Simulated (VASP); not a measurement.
The system is RbBr.

```
Rb Br
1.0
     4.12608    0.00000    0.00000
     0.00000    4.12608    0.00000
     0.00000    0.00000    4.12608
Rb Br
1 1
Direct
  0.00000 0.00000 0.00000
  0.50000 0.50000 0.50000
```

```yaml
Program: VASP 6.6.1
Task: relaxation of cell and atoms
Functional: PBEsol
Potentials_or_basis: VASP PAW PBE potentials, release 64 (Rb_sv, Br)
Cutoff: 600 eV
k_mesh: 6 × 6 × 6
Occupations: gaussian, width 0.01 eV
Spin: no spin polarisation
```

At the start: pressure -0.6 GPa; volume 35.12 Å³/atom.

How do energy, volume and symmetry change on relaxing?

Over 4 steps the energy falls by 2.2 meV/atom and the volume is 33.88 Å³/atom (-3.5 %); space group Pm-3m (No. 221, to 0.05 Å).

The path:
```
step  energy change (eV)  largest force (eV/Å)  pressure (GPa)  volume (Å³)
   1              0.0000                0.0000           -0.56        70.24
   2             -0.0033                0.0000           -0.29        69.01
   3             -0.0045                0.0000           -0.02        67.85
   4             -0.0045                0.0000            0.00        67.77
```

Final structure:
```xyz
2
Lattice="4.0770 0.0000 0.0000 0.0000 4.0770 0.0000 0.0000 0.0000 4.0770" Properties=species:S:1:pos:R:3 pbc="T T T"
Rb    0.0000    0.0000    0.0000
Br    2.0385    2.0385    2.0385
```

Caveat: the PAW data sets were made with another functional, which shifts forces and pressure a little.
